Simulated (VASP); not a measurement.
Write the native input for VASP 6.6.1 that does the following.

```yaml
Task: relaxation of cell and atoms
Functional: PBE
Potentials_or_basis: VASP PAW PBE potentials, release 64 (Ta_pv, Al, N)
Cutoff: 600 eV
k_mesh: 6 × 6 × 6
Occupations: gaussian, width 0.1 eV
Spin: no spin polarisation
Dipole_correction: no
Further_INCAR_settings: ALGO = Normal; EDIFF = 1e-06; IBRION = 2; EDIFFG = -0.04; NSW = 90; ISIF = 3
```

The structure of Ta3AlN4 lies in POSCAR:

```
Ta3AlN4
1.0
   -2.3739761300      2.3739761300      4.7479522600
    2.3739761300     -2.3739761300      4.7479522600
    2.3739761300      2.3739761300     -4.7479522600
Ta Al N
3 1 4
Direct
    0.7500000000      0.2500000000      0.5000000000
    0.5000000000      0.5000000000      0.0000000000
    0.2500000000      0.7500000000      0.5000000000
    0.0000000000      0.0000000000      0.0000000000
    0.0000000000      0.5000000000      0.5000000000
    0.7500000000      0.7500000000      0.0000000000
    0.5000000000      0.0000000000      0.5000000000
    0.2500000000      0.2500000000      0.0000000000
```

One way to write it, as run:

INCAR

```
SYSTEM = Ta3AlN4
ALGO     = Normal         ! electronic algorithm
EDIFF    = 1E-6           ! SCF threshold, eV
EDIFFG   = -0.04          ! ionic threshold
ENCUT    = 600            ! plane-wave cutoff, eV
GGA      = PE             ! functional
IBRION   = 2              ! ionic algorithm
ISIF     = 3              ! what is computed and relaxed
ISMEAR   = 0              ! smearing method
LASPH    = .TRUE.         ! aspherical terms in the spheres
LCHARG   = .FALSE.        ! write CHGCAR
LREAL    = .FALSE.        ! projectors in reciprocal space
LWAVE    = .FALSE.        ! write WAVECAR
NELM     = 60             ! most SCF steps
NSW      = 90             ! ionic steps
PREC     = Accurate       ! precision mode
SIGMA    = 0.1            ! smearing width, eV
```

KPOINTS

```
k-points
0
G
  6 6 6
  0 0 0
```

Potentials or basis: VASP PAW PBE potentials, release 64 (Ta_pv, Al, N).

Launch:

```sh
$ cat potpaw_PBE.64/Ta_pv/POTCAR potpaw_PBE.64/Al/POTCAR potpaw_PBE.64/N/POTCAR > POTCAR
$ mpirun -np 1 vasp_std > vasp.out
```

Results of the run:

* Relaxed volume: 10.41 Å³/atom
* Relaxed cell: a = 5.338 Å, b = 5.338 Å, c = 5.338 Å, α = 131.62°, β = 131.62°, γ = 70.83°
* Space group after relaxing (to 0.1 Å): I4/mmm (No. 139)
* Pressure after relaxing: -0.1 GPa
* Band gap on the k mesh: zero (bands 28 and 29 overlap by 2.57 eV)

Caveat: the volume moved by over 15 % at a fixed basis, so the end points are rough; spin-orbit coupling is left out, which moves the levels of the heavy elements.

Wall time 8.4 min on 1 thread of Intel(R) Xeon(R) 6975P-C (Granite Rapids) (shared host), peak memory 0.43 GiB.
